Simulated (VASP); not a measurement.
# Ge (Fd-3m) in VASP: a series of runs

The runs below take Ge through single point, relaxation of cell and atoms, with r2SCAN.

Everything below comes from runs of VASP 6.6.1. Logs are shortened: lines on timing, memory, paths and dates and some standing lists are left out, and cuts for length are marked.

### 1 The cell of the first run

Symmetry: Fd-3m, No. 227, cubic system. The conventional cell has a = 5.674 Å, b = 5.674 Å, c = 5.674 Å, α = 90.00°, β = 90.00°, γ = 90.00°. Ge (site symmetry -43m) has 4 Ge at 2.46 Å within 3.2 Å.

### 2 Single point, r2SCAN

File POSCAR:

```
Ge
1.0
    0.0000000000      2.8372343450      2.8372343450
    2.8372343450      0.0000000000      2.8372343450
    2.8372343450      2.8372343450      0.0000000000
Ge
2
Direct
   -0.1250000000     -0.1250000000     -0.1250000000
    0.1250000000      0.1250000000      0.1250000000
```

File INCAR.step1:

```
SYSTEM = Ge
PREC     = Accurate       ! precision mode
ENCUT    = 520            ! plane-wave cutoff, eV
ISMEAR   = -1             ! smearing method
SIGMA    = 0.02           ! smearing width, eV
LREAL    = .False.        ! projectors in reciprocal space
LASPH    = .True.         ! aspherical terms in the spheres
NELM     = 100            ! most SCF steps
NBANDS   = 21             ! bands
GGA      = PE             ! functional
ALGO     = Normal         ! electronic algorithm
EDIFF    = 1E-4           ! SCF threshold, eV
LWAVE    = .True.         ! write WAVECAR
LCHARG   = .False.        ! write CHGCAR
```

File INCAR.step2:

```
SYSTEM = Ge
PREC     = Accurate       ! precision mode
ENCUT    = 520            ! plane-wave cutoff, eV
EDIFF    = 1E-7           ! SCF threshold, eV
ISMEAR   = -1             ! smearing method
SIGMA    = 0.02           ! smearing width, eV
LREAL    = .False.        ! projectors in reciprocal space
LASPH    = .True.         ! aspherical terms in the spheres
NELM     = 100            ! most SCF steps
ALGO     = Normal         ! electronic algorithm
ISIF     = 2              ! what is computed and relaxed
LWAVE    = .False.        ! write WAVECAR
LCHARG   = .False.        ! write CHGCAR
METAGGA  = R2SCAN         ! meta-GGA
LMIXTAU  = .True.       
NBANDS   = 21             ! bands
ISTART   = 1
```

File KPOINTS:

```
regular mesh
0
Gamma
  10 10 10
  0 0 0
```

Potentials or basis: VASP PAW PBE potentials, release 64 (Ge_d).

Command:

```
$ cat potpaw_PBE.64/Ge_d/POTCAR > POTCAR
$ cp INCAR.step1 INCAR
$ mpirun -np 1 vasp_std > vasp.out
$ cp INCAR.step2 INCAR
$ mpirun -np 1 vasp_std > vasp.out
```

OUTCAR:

```text
SYSTEM = Ge
   PREC = Accurate
   ENCUT = 520
   EDIFF = 1E-7
   ISMEAR = -1
   LREAL = .False.
   LASPH = .True.
   NELM = 100
   ISIF = 2
   METAGGA = R2SCAN
   ISTART = 1

 ion  position               nearest neighbor table
   1  0.875  0.875  0.875-   2 2.46   2 2.46   2 2.46   2 2.46
   2  0.125  0.125  0.125-   1 2.46   1 2.46   1 2.46   1 2.46

  LATTYP: Found a face centered cubic cell.
 ALAT       =     5.6744686900

  Lattice vectors:

 A1 = (   0.0000000000,   2.8372343450,   2.8372343450)
 A2 = (   2.8372343450,   0.0000000000,   2.8372343450)
 A3 = (   2.8372343450,   2.8372343450,   0.0000000000)

Analysis of symmetry for initial positions (statically):
=====================================================================
 Subroutine PRICEL returns:
 Original cell was already a primitive cell.

 Routine SETGRP: Setting up the symmetry group for a
 face centered cubic supercell.

 Subroutine GETGRP returns: Found 48 space group operations
 (whereof 12 operations were pure point group operations)
 out of a pool of 48 trial point group operations.

The static configuration has the point symmetry D_3d.
 The point group associated with its full space group is O_h .

Analysis of symmetry for dynamics (positions and initial velocities):
=====================================================================
 Subroutine PRICEL returns:
 Original cell was already a primitive cell.

 Routine SETGRP: Setting up the symmetry group for a
 face centered cubic supercell.

 Subroutine GETGRP returns: Found 48 space group operations
 (whereof 12 operations were pure point group operations)
 out of a pool of 48 trial point group operations.

The dynamic configuration has the point symmetry D_3d.
 The point group associated with its full space group is O_h .

 Subroutine INISYM returns: Found 48 space group operations
 (whereof 12 operations are pure point group operations),
 and found     1 'primitive' translations

----------------------------------------------------------------------------------------

                                     Primitive cell

  volume of cell :      45.6789

  direct lattice vectors                    reciprocal lattice vectors
     0.000000000  2.837234345  2.837234345    -0.176227953  0.176227953  0.176227953
     2.837234345  0.000000000  2.837234345     0.176227953 -0.176227953  0.176227953
     2.837234345  2.837234345  0.000000000     0.176227953  0.176227953 -0.176227953

  length of vectors
     4.012455290  4.012455290  4.012455290     0.305235768  0.305235768  0.305235768

  position of ions in fractional coordinates (direct lattice)
     0.875000000  0.875000000  0.875000000
     0.125000000  0.125000000  0.125000000

  ion indices of the primitive-cell ions
   primitive index   ion index
                 1           1
                 2           2

----------------------------------------------------------------------------------------

 KPOINTS: regular mesh

Automatic generation of k-mesh.
 Grid dimensions read from file:
 generate k-points for:   10   10   10

 Generating k-lattice:

  Cartesian coordinates                     Fractional coordinates (reciprocal lattice)
    -0.017622795  0.017622795  0.017622795     0.100000000  0.000000000  0.000000000
     0.017622795 -0.017622795  0.017622795     0.000000000  0.100000000  0.000000000
     0.017622795  0.017622795 -0.017622795     0.000000000  0.000000000  0.100000000

  Length of vectors
     0.030523577  0.030523577  0.030523577

  Shift w.r.t. Gamma in fractional coordinates (k-lattice)
     0.000000000  0.000000000  0.000000000

 Subroutine IBZKPT returns following result:
 ===========================================

 Found     47 irreducible k-points:

 Following reciprocal coordinates:
            Coordinates               Weight
  0.000000  0.000000  0.000000      1.000000
  0.100000  0.000000  0.000000      8.000000
  0.200000  0.000000  0.000000      8.000000
  0.300000  0.000000  0.000000      8.000000
  0.400000  0.000000  0.000000      8.000000
  0.500000  0.000000  0.000000      4.000000
[... 16 lines left out ...]
  0.300000  0.300000  0.000000      6.000000
  0.400000  0.300000  0.000000     24.000000
 [... further k-points ...]
   k-points           NKPTS =     47   k-points in BZ     NKDIM =     47   number of bands    NBANDS=     21
   number of dos      NEDOS =    301   number of ions     NIONS =      2
   total plane-waves  NPLWV =  27000
   dimension x,y,z NGX =    30 NGY =   30 NGZ =   30
   dimension x,y,z NGXF=    60 NGYF=   60 NGZF=   60
   ions per type =               2
   NGX,Y,Z   is equivalent  to a cutoff of  12.43, 12.43, 12.43 a.u.
   NGXF,Y,Z  is equivalent  to a cutoff of  24.86, 24.86, 24.86 a.u.
 SYSTEM =  Ge
   PREC   = accura    normal or accurate (medium, high low for compatibility)
   ISTART =      1    job   : 0-new  1-cont  2-samecut
   ICHARG =      0    charge: 1-file 2-atom 10-const
   ISPIN  =      1    spin polarized calculation?
   LNONCOLLINEAR =      F non collinear calculations
   LSORBIT =      F    spin-orbit coupling
   LASPH  =      T    aspherical Exc in radial PAW
   ENCUT  =  520.0 eV  38.22 Ry    6.18 a.u.   7.46  7.46  7.46*2*pi/ulx,y,z
   NELM   =    100;   NELMIN=  2; NELMDL=  0     # of ELM steps
   EDIFF  = 0.1E-06   stopping-criterion for ELM
   LREAL  =      F    real-space projection
   EDIFFG = 0.1E-05   stopping-criterion for IOM
   NSW    =      0    number of steps for IOM
   IBRION =     -1    ionic relax: 0-MD 1-quasi-New 2-CG
   NFREE  =      0    steps in history (QN), initial steepest desc. (CG)
   ISIF   =      2    stress and relaxation
   ISYM   =      2    0-nonsym 1-usesym 2-fastsym
   POTIM  = 0.5000    time-step for ionic-motion
   TEBEG  =    0.0;   TEEND  =   0.0 temperature during run
   PSTRESS=    0.0 pullay stress
   NELECT =      28.0000    total number of electrons
   NUPDOWN=      -1.0000    fix difference up-down
   EMIN   =  10.00;   EMAX   =-10.00  energy-range for DOS
   EFERMI =   0.00;   METHOD = LEGACY
   ISMEAR =    -1;   SIGMA  =   0.02  broadening in eV -4-tet -1-fermi 0-gaus
   EFERMI_NEDOS =   21; number of points for ismear=-14 and -15
   IALGO  =     38    algorithm
   IMIX   =      4    mixing-type and parameters
     AMIX     =   0.40;   BMIX     =  1.00
     AMIX_MAG =   1.60;   BMIX_MAG =  1.00
  volume/ion in A,a.u.               =      22.84       154.13
  Fermi-wavevector in a.u.,A,eV,Ry     =   1.390664  2.627974 26.312948  1.933947
  Thomas-Fermi vector in A             =   2.514578
   LORBIT       =      0    0 simple, 1 ext, 2 COOP (PROOUT), +10 PAW based schemes
   METAGGA = R2SCAN    functional components
   LHFCALC =     F    Hartree Fock is set to
   AEXX    =    0.0000 exact exchange contribution
   IVDW    =     0    specifies the selected vdW correction
   LEPSILON=     F    determine dielectric tensor
   LRPA    =     F    only Hartree local field effects (RPA)
 non-spin polarized calculation
  energy-cutoff  :      520.00
  volume of cell :       45.68
 maximum number of plane-waves:      1249
 NGX is ok and might be reduce to    30
   NGX = 15   NGY = 15   NGZ = 15

 number of electron      27.9999978 magnetization

 Free energy of the ion-electron system (eV)
  ---------------------------------------------------
  ext. energy  EPLUGINS =         0.00000000
  ---------------------------------------------------
  free energy    TOTEN  =       -27.74281931 eV

  energy without entropy =      -27.74281888  energy(sigma->0) =      -27.74281909

 E-fermi :   4.8852     XC(G=0): -10.7733

 val. band max:        4.7146967645   @ k =   0.0000   0.0000   0.0000
 cond. band min:       5.0344155077   @ k =   0.0000   0.0000   0.0000
 fundamental gap:      0.3197187431
 Fermi energy:         4.8851729327

 k-point     1 :       0.0000    0.0000    0.0000
  band No.  band energies     occupation
      1     -20.7674      2.00000
      2     -20.7674      2.00000
      3     -20.7674      2.00000
      4     -20.7288      2.00000
      5     -20.7288      2.00000
      6     -20.5160      2.00000
[... 13 lines left out ...]
     20      14.6280      0.00000
     21      14.6280      0.00000

 k-point     2 :       0.1000    0.0000    0.0000
  band No.  band energies     occupation
      1     -20.7733      2.00000
      2     -20.7732      2.00000
      3     -20.7658      2.00000
      4     -20.7207      2.00000
      5     -20.7207      2.00000
      6     -20.5233      2.00000
[... 13 lines left out ...]
     20      13.9470      0.00000
     21      13.9470      0.00000

 k-point     3 :       0.2000    0.0000    0.0000
  band No.  band energies     occupation
      1     -20.7823      2.00000
      2     -20.7823      2.00000
      3     -20.7614      2.00000
      4     -20.7061      2.00000
      5     -20.7061      2.00000
      6     -20.5344      2.00000
[... 13 lines left out ...]
     20      13.4411      0.00000
     21      13.4411      0.00000

 k-point     4 :       0.3000    0.0000    0.0000
  band No.  band energies     occupation
      1     -20.7885      2.00000
      2     -20.7885      2.00000
      3     -20.7559      2.00000
      4     -20.6940      2.00000
      5     -20.6940      2.00000
      6     -20.5424      2.00000
[... 13 lines left out ...]
     20      13.8327      0.00000
     21      13.8327      0.00000

 k-point     5 :       0.4000    0.0000    0.0000
  band No.  band energies     occupation
      1     -20.7915      2.00000
      2     -20.7915      2.00000
      3     -20.7514      2.00000
      4     -20.6876      2.00000
      5     -20.6876      2.00000
      6     -20.5458      2.00000
[... 13 lines left out ...]
     20      15.1193      0.00000
     21      15.1193      0.00000
[... 382 lines left out ...]
     20      14.5961      0.00000
     21      16.7284      0.00000

 k-point    22 :      -0.2000    0.2000    0.0000
  band No.  band energies     occupation
      1     -20.7975      2.00000
      2     -20.7971      2.00000
      3     -20.7399      2.00000
      4     -20.6954      2.00000
      5     -20.6713      2.00000
      6     -20.5685      2.00000
[... 13 lines left out ...]
     20      15.1854      0.00000
     21      15.7119      0.00000

 k-point    23 :       0.3000    0.3000    0.0000
  band No.  band energies     occupation
      1     -20.7911      2.00000
      2     -20.7911      2.00000
      3     -20.7681      2.00000
      4     -20.6790      2.00000
      5     -20.6369      2.00000
      6     -20.6270      2.00000
[... 13 lines left out ...]
     20      16.2335      0.00000
     21      16.5770      0.00000

 k-point    24 :       0.4000    0.3000    0.0000
  band No.  band energies     occupation
      1     -20.8016      2.00000
      2     -20.7957      2.00000
      3     -20.7511      2.00000
      4     -20.6634      2.00000
      5     -20.6450      2.00000
      6     -20.6192      2.00000
[... 13 lines left out ...]
     20      17.0103      0.00000
     21      17.0287      0.00000

 [... further k-points ...]
[... 5 lines left out ...]
  --------------------------------------------------------------------------------------
  -------------------------------------------------------------------------------------
  Total        0.0132500      0.0132500      0.0132500     -0.0000000      0.0000000      0.0000000
  in kB        0.4647403      0.4647403      0.4647403     -0.0000000      0.0000000      0.0000000
  external PRESSURE =       0.4647403 kB  Pullay stress =       0.0000000 kB

 VOLUME and BASIS-vectors are now :
 -----------------------------------------------------------------------------
  energy-cutoff  :      520.00
  volume of cell :       45.68
      direct lattice vectors                 reciprocal lattice vectors
     0.000000000  2.837234345  2.837234345    -0.176227953  0.176227953  0.176227953
     2.837234345  0.000000000  2.837234345     0.176227953 -0.176227953  0.176227953
     2.837234345  2.837234345  0.000000000     0.176227953  0.176227953 -0.176227953

 POSITION                                       TOTAL-FORCE (eV/Angst)
 -----------------------------------------------------------------------------------
      4.96516      4.96516      4.96516         0.000000      0.000000      0.000000
      0.70931      0.70931      0.70931        -0.000000     -0.000000     -0.000000
 -----------------------------------------------------------------------------------
    total drift:                               -0.000000      0.000000      0.000000

  FREE ENERGIE OF THE ION-ELECTRON SYSTEM (eV)
  ---------------------------------------------------
  free  energy   TOTEN  =       -27.7428193099 eV

  energy  without entropy=      -27.7428188780  energy(sigma->0) =      -27.74281909
```

It took 4.9 min on 1 thread of AMD EPYC 9R45, shared host; peak memory 0.16 GiB.

Results:

* Free energy: -27.7428 eV
* Pressure: 0.0 GPa
* Band gap on the k mesh: 0.32 eV, direct

Caveat: the PAW data sets were made with another functional, which shifts forces and pressure a little. A k mesh can miss the band edges.

(Part 1 of 2 ends here.)
